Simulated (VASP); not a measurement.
# InSb (P4/mmm) in VASP: notebook

Runs on InSb. Level: PBEsol. Tasks: single point.

All numbers are computed with VASP 6.6.1; they aren't measurements. Logs are shortened: lines on timing, memory, paths and dates and some standing lists are left out, and cuts for length are marked.

## Step 1: The cell of the first run

It takes space group P4/mmm (No. 123, tetragonal). Conventional cell: a = 2.779 Å, b = 2.779 Å, c = 6.694 Å, α = 90.00°, β = 90.00°, γ = 90.00°. Within 3.7 Å of In (site symmetry 4/mmm) lie 4 In at 2.78 Å and 2 Sb at 3.35 Å. Within 3.7 Å of Sb (site symmetry 4/mmm) lie 4 Sb at 2.78 Å and 2 In at 3.35 Å.

## Step 2: Single point, PBEsol (25.85 Å³/atom)

Input file INCAR:

```
SYSTEM = InSb
ALGO = Normal
EDIFF = 1E-6
ENCUT = 500
GGA = PS
GGA_COMPAT = .FALSE.
ISIF = 2
ISMEAR = 0
LASPH = .TRUE.
LCHARG = .FALSE.
LREAL = .FALSE.
LWAVE = .FALSE.
NBANDS = 16
NELM = 120
PREC = Accurate
SIGMA = 0.15
```

Input file KPOINTS:

```
k-points
0
G
  16 16 8
  0 0 0
```

Input file POSCAR:

```
InSb
1.0
    2.7791258270      0.0000000000      0.0000000000
    0.0000000000      2.7791258270      0.0000000000
    0.0000000000      0.0000000000      6.6940803795
In Sb
1 1
Direct
    0.0000000000      0.0000000000      0.0000000000
    0.0000000000      0.0000000000      0.5000000000
```

Potentials or basis: VASP PAW PBE potentials, release 64 (In_d, Sb).

Started as:

```
$ cat potpaw_PBE.64/In_d/POTCAR potpaw_PBE.64/Sb/POTCAR > POTCAR
$ mpirun -np 1 vasp_std > vasp.out
```

OUTCAR:

```text
SYSTEM = InSb
   EDIFF = 1E-6
   ENCUT = 500
   GGA = PS
   ISIF = 2
   ISMEAR = 0
   LASPH = .TRUE.
   LREAL = .FALSE.
   NELM = 120
   PREC = Accurate

 ion  position               nearest neighbor table
   1  0.000  0.000  0.000-   2 3.35   2 3.35
   2  0.000  0.000  0.500-   1 3.35   1 3.35

  LATTYP: Found a simple tetragonal cell.
 ALAT       =     2.7791258270
 C/A-ratio  =     2.4087000000

  Lattice vectors:

 A1 = (   2.7791258270,   0.0000000000,   0.0000000000)
 A2 = (   0.0000000000,   2.7791258270,   0.0000000000)
 A3 = (   0.0000000000,   0.0000000000,   6.6940803795)

Analysis of symmetry for initial positions (statically):
=====================================================================
 Subroutine PRICEL returns:
 Original cell was already a primitive cell.

 Routine SETGRP: Setting up the symmetry group for a
 simple tetragonal supercell.

 Subroutine GETGRP returns: Found 16 space group operations
 (whereof 16 operations were pure point group operations)
 out of a pool of 16 trial point group operations.

The static configuration has the point symmetry D_4h.

Analysis of symmetry for dynamics (positions and initial velocities):
=====================================================================
 Subroutine PRICEL returns:
 Original cell was already a primitive cell.

 Routine SETGRP: Setting up the symmetry group for a
 simple tetragonal supercell.

 Subroutine GETGRP returns: Found 16 space group operations
 (whereof 16 operations were pure point group operations)
 out of a pool of 16 trial point group operations.

The dynamic configuration has the point symmetry D_4h.

 Subroutine INISYM returns: Found 16 space group operations
 (whereof 16 operations are pure point group operations),
 and found     1 'primitive' translations

----------------------------------------------------------------------------------------

                                     Primitive cell

  volume of cell :      51.7020

  direct lattice vectors                    reciprocal lattice vectors
     2.779125827  0.000000000  0.000000000     0.359825378  0.000000000  0.000000000
     0.000000000  2.779125827  0.000000000     0.000000000  0.359825378  0.000000000
     0.000000000  0.000000000  6.694080379     0.000000000  0.000000000  0.149385717

  length of vectors
     2.779125827  2.779125827  6.694080379     0.359825378  0.359825378  0.149385717

  position of ions in fractional coordinates (direct lattice)
     0.000000000  0.000000000  0.000000000
     0.000000000  0.000000000  0.500000000

  ion indices of the primitive-cell ions
   primitive index   ion index
                 1           1
                 2           2

----------------------------------------------------------------------------------------

 KPOINTS: k-points

Automatic generation of k-mesh.
 Grid dimensions read from file:
 generate k-points for:   16   16    8

 Generating k-lattice:

  Cartesian coordinates                     Fractional coordinates (reciprocal lattice)
     0.022489086  0.000000000  0.000000000     0.062500000  0.000000000  0.000000000
     0.000000000  0.022489086  0.000000000     0.000000000  0.062500000  0.000000000
     0.000000000  0.000000000  0.018673215     0.000000000  0.000000000  0.125000000

  Length of vectors
     0.022489086  0.022489086  0.018673215

  Shift w.r.t. Gamma in fractional coordinates (k-lattice)
     0.000000000  0.000000000  0.000000000

 Subroutine IBZKPT returns following result:
 ===========================================

 Found    225 irreducible k-points:

 Following reciprocal coordinates:
            Coordinates               Weight
  0.000000  0.000000  0.000000      1.000000
  0.062500  0.000000  0.000000      4.000000
  0.125000  0.000000  0.000000      4.000000
  0.187500  0.000000  0.000000      4.000000
  0.250000  0.000000  0.000000      4.000000
  0.312500  0.000000  0.000000      4.000000
[... 16 lines left out ...]
  0.437500  0.125000  0.000000      8.000000
  0.500000  0.125000  0.000000      4.000000
 [... further k-points ...]
   k-points           NKPTS =    225   k-points in BZ     NKDIM =    225   number of bands    NBANDS=     16
   number of dos      NEDOS =    301   number of ions     NIONS =      2
   total plane-waves  NPLWV =  20000
   dimension x,y,z NGX =    20 NGY =   20 NGZ =   50
   dimension x,y,z NGXF=    40 NGYF=   40 NGZF=  100
   ions per type =               1   1
   NGX,Y,Z   is equivalent  to a cutoff of  11.96, 11.96, 12.42 a.u.
   NGXF,Y,Z  is equivalent  to a cutoff of  23.93, 23.93, 24.83 a.u.
 SYSTEM =  InSb
   PREC   = accura    normal or accurate (medium, high low for compatibility)
   ISTART =      0    job   : 0-new  1-cont  2-samecut
   ICHARG =      2    charge: 1-file 2-atom 10-const
   ISPIN  =      1    spin polarized calculation?
   LNONCOLLINEAR =      F non collinear calculations
   LSORBIT =      F    spin-orbit coupling
   LASPH  =      T    aspherical Exc in radial PAW
   ENCUT  =  500.0 eV  36.75 Ry    6.06 a.u.   5.07  5.07 12.20*2*pi/ulx,y,z
   NELM   =    120;   NELMIN=  2; NELMDL= -5     # of ELM steps
   EDIFF  = 0.1E-05   stopping-criterion for ELM
   LREAL  =      F    real-space projection
   EDIFFG = 0.1E-04   stopping-criterion for IOM
   NSW    =      0    number of steps for IOM
   IBRION =     -1    ionic relax: 0-MD 1-quasi-New 2-CG
   NFREE  =      0    steps in history (QN), initial steepest desc. (CG)
   ISIF   =      2    stress and relaxation
   ISYM   =      2    0-nonsym 1-usesym 2-fastsym
   POTIM  = 0.5000    time-step for ionic-motion
   TEBEG  =    0.0;   TEEND  =   0.0 temperature during run
   PSTRESS=    0.0 pullay stress
   NELECT =      18.0000    total number of electrons
   NUPDOWN=      -1.0000    fix difference up-down
   EMIN   =  10.00;   EMAX   =-10.00  energy-range for DOS
   EFERMI =   0.00;   METHOD = LEGACY
   ISMEAR =     0;   SIGMA  =   0.15  broadening in eV -4-tet -1-fermi 0-gaus
   EFERMI_NEDOS =   21; number of points for ismear=-14 and -15
   IALGO  =     38    algorithm
   IMIX   =      4    mixing-type and parameters
     AMIX     =   0.40;   BMIX     =  1.00
     AMIX_MAG =   1.60;   BMIX_MAG =  1.00
  volume/ion in A,a.u.               =      25.85       174.45
  Fermi-wavevector in a.u.,A,eV,Ry     =   1.151675  2.176350 18.046155  1.326355
  Thomas-Fermi vector in A             =   2.288331
   LORBIT       =      0    0 simple, 1 ext, 2 COOP (PROOUT), +10 PAW based schemes
   GGA     = PS    functional components
   LHFCALC =     F    Hartree Fock is set to
   AEXX    =    0.0000 exact exchange contribution
   IVDW    =     0    specifies the selected vdW correction
   LEPSILON=     F    determine dielectric tensor
   LRPA    =     F    only Hartree local field effects (RPA)
 non-spin polarized calculation
 Gauss-broadening in eV      SIGMA  =   0.15
  energy-cutoff  :      500.00
  volume of cell :       51.70
 maximum number of plane-waves:      1332
   NGX = 11   NGY = 11   NGZ = 25

 number of electron      18.0000007 magnetization

 Free energy of the ion-electron system (eV)
  ---------------------------------------------------
  ext. energy  EPLUGINS =         0.00000000
  ---------------------------------------------------
  free energy    TOTEN  =        -6.88952987 eV

  energy without entropy =       -6.87828611  energy(sigma->0) =       -6.88390799

 E-fermi :   8.1030     XC(G=0): -10.3370

 val. band max:        8.0939298261   @ k =   0.1875   0.1875   0.5000
 cond. band min:       8.1120012481   @ k =   0.3750   0.0000   0.1250
 fundamental gap:      0.0180714220
 Fermi energy:         8.1029824342

 k-point     1 :       0.0000    0.0000    0.0000
  band No.  band energies     occupation
      1      -7.5146      2.00000
      2      -7.0482      2.00000
      3      -6.3201      2.00000
      4      -6.3201      2.00000
      5      -6.1272      2.00000
      6      -5.0455      2.00000
[... 8 lines left out ...]
     15      18.9806      0.00000
     16      19.8577      0.00000

 k-point     2 :       0.0625    0.0000    0.0000
  band No.  band energies     occupation
      1      -7.4882      2.00000
      2      -7.0289      2.00000
      3      -6.3420      2.00000
      4      -6.3183      2.00000
      5      -6.1427      2.00000
      6      -4.9672      2.00000
[... 8 lines left out ...]
     15      19.0939      0.00000
     16      20.4081      0.00000

 k-point     3 :       0.1250    0.0000    0.0000
  band No.  band energies     occupation
      1      -7.4214      2.00000
      2      -6.9657      2.00000
      3      -6.4036      2.00000
      4      -6.3134      2.00000
      5      -6.1866      2.00000
      6      -4.7320      2.00000
[... 8 lines left out ...]
     15      18.5176      0.00000
     16      19.4289      0.00000

 k-point     4 :       0.1875    0.0000    0.0000
  band No.  band energies     occupation
      1      -7.3436      2.00000
      2      -6.8496      2.00000
      3      -6.4937      2.00000
      4      -6.3059      2.00000
      5      -6.2516      2.00000
      6      -4.3397      2.00000
[... 8 lines left out ...]
     15      18.7394      0.00000
     16      19.9710      0.00000
[... 324 lines left out ...]
 k-point    22 :       0.3750    0.1250    0.0000
  band No.  band energies     occupation
      1      -7.0285      2.00000
      2      -6.7678      2.00000
      3      -6.5628      2.00000
      4      -6.3564      2.00000
      5      -6.3349      2.00000
      6      -1.9634      2.00000
[... 8 lines left out ...]
     15      19.0367      0.00000
     16      19.5297      0.00000

 k-point    23 :       0.4375    0.1250    0.0000
  band No.  band energies     occupation
      1      -7.0095      2.00000
      2      -6.8215      2.00000
      3      -6.6073      2.00000
      4      -6.3506      2.00000
      5      -6.2269      2.00000
      6      -1.1081      2.00000
[... 8 lines left out ...]
     15      18.5263      0.00000
     16      19.4005      0.00000

 k-point    24 :       0.5000    0.1250    0.0000
  band No.  band energies     occupation
      1      -7.0032      2.00000
      2      -6.8402      2.00000
      3      -6.6231      2.00000
      4      -6.3486      2.00000
      5      -6.1885      2.00000
      6      -0.6302      2.00000
[... 8 lines left out ...]
     15      18.2482      0.00000
     16      18.8658      0.00000

 [... further k-points ...]

------------------------ aborting loop because EDIFF is reached ----------------------------------------

  FORCE on cell =-STRESS in cart. coord.  units (eV):
  Direction    XX          YY          ZZ          XY          YZ          ZX
  --------------------------------------------------------------------------------------
  -------------------------------------------------------------------------------------
  Total        5.7934660      5.7934660     -1.7295058      0.0000000      0.0000000     -0.0000000
  in kB      179.5319308    179.5319308    -53.5951223      0.0000000      0.0000000     -0.0000000
  external PRESSURE =     101.8229131 kB  Pullay stress =       0.0000000 kB

 VOLUME and BASIS-vectors are now :
 -----------------------------------------------------------------------------
  energy-cutoff  :      500.00
  volume of cell :       51.70
      direct lattice vectors                 reciprocal lattice vectors
     2.779125827  0.000000000  0.000000000     0.359825378  0.000000000  0.000000000
     0.000000000  2.779125827  0.000000000     0.000000000  0.359825378  0.000000000
     0.000000000  0.000000000  6.694080379     0.000000000  0.000000000  0.149385717

 POSITION                                       TOTAL-FORCE (eV/Angst)
 -----------------------------------------------------------------------------------
      0.00000      0.00000      0.00000         0.000000      0.000000      0.000000
      0.00000      0.00000      3.34704         0.000000      0.000000      0.000000
 -----------------------------------------------------------------------------------
    total drift:                                0.000000      0.000000      0.000000

  FREE ENERGIE OF THE ION-ELECTRON SYSTEM (eV)
  ---------------------------------------------------
  free  energy   TOTEN  =        -6.8895298690 eV

  energy  without entropy=       -6.8782861101  energy(sigma->0) =       -6.88390799
```

Run time: 3.4 min. Hardware: 1 thread of Intel Xeon 8259CL, shared host; peak memory 0.3 GiB.

Results:

```
Free energy            : -6.8895 eV
Pressure               : 10.2 GPa
Band gap on the k mesh : zero (bands 9 and 10 overlap by 4.84 eV)
```

Stress tensor (GPa, compression positive):
```
17.95  0.00  0.00
 0.00 17.95  0.00
 0.00  0.00 -5.36
```

Levels at points of the mesh, in eV from the Fermi level:
```tsv
k point	band 6	band 7	band 8	band 9	band 10	band 11	band 12	band 13
(0.00, 0.00, 0.00)	-13.15	-8.53	-5.42	2.17	6.04	6.20	6.20	9.16
(0.50, 0.00, 0.00)	-9.04	-6.36	-3.36	-2.89	-1.95	2.54	5.91	9.50
(0.50, 0.50, 0.00)	-4.36	-3.33	-3.33	0.78	0.78	1.48	2.43	2.64
(0.00, 0.00, 0.50)	-13.09	-9.18	-2.98	-1.55	6.27	6.27	9.16	10.48
(0.50, 0.00, 0.50)	-9.03	-6.26	-4.27	-3.23	0.73	2.47	4.40	5.53
(0.50, 0.50, 0.50)	-4.37	-3.26	-3.26	0.49	0.49	0.51	2.73	5.15
```

Caveat: the cell stands under pressure; the PAW data sets were made with another functional, which shifts forces and pressure a little; spin-orbit coupling is left out, which moves the levels of the heavy elements.

[end of part 1 of 2]
